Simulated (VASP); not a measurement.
Set up this calculation in VASP 6.6.1, as the native input.

- Task: single point
- Functional: PBE
- Potentials or basis: VASP PAW PBE potentials, release 64 (K_sv, I)
- Cutoff: 520 eV
- k mesh: 6 × 6 × 6
- Occupations: gaussian, width 0.05 eV
- Spin: no spin polarisation
- Dipole correction: no
- Further INCAR settings: ALGO = Normal; EDIFF = 1e-06; NBANDS = 15

The structure of KI lies in POSCAR:

```
KI
1.0
    0.0000000000      3.6126637500      3.7007775000
    3.6126637500      0.0000000000      3.7007775000
    3.6126637500      3.6126637500      0.0000000000
K I
1 1
Direct
    0.0000000000      0.0000000000      0.0000000000
    0.5000000000      0.5000000000      0.5000000000
```

This cell differs from its parent crystal: strain +0.025 along x and y, +0.050 along z.

The input as run:

INCAR

```
SYSTEM = KI
PREC = Accurate
ENCUT = 520
EDIFF = 1E-6
ISMEAR = 0
SIGMA = 0.05
LREAL = .FALSE.
LASPH = .TRUE.
NELM = 100
ALGO = Normal
ISIF = 2
LWAVE = .FALSE.
LCHARG = .TRUE.
GGA = PE
LELF = .TRUE.
LVHAR = .TRUE.
NBANDS = 15
```

KPOINTS

```
Automatic mesh
0
G
  6 6 6
  0 0 0
```

Potentials or basis: VASP PAW PBE potentials, release 64 (K_sv, I).

Run with:

```sh
$ cat potpaw_PBE.64/K_sv/POTCAR potpaw_PBE.64/I/POTCAR > POTCAR
$ mpirun -np 1 vasp_std > vasp.out
```

It gave:

The pressure is -0.4 GPa and the band gap on the k mesh is 3.76 eV, direct.

Caveat: the cell differs from its parent crystal (strain +0.025 along x and y, +0.050 along z); spin-orbit coupling is left out, which moves the levels of the heavy elements.

It took 49 s on 1 thread of Intel(R) Xeon(R) Platinum 8488C (Sapphire Rapids), on a shared host, peak memory 0.25 GiB.
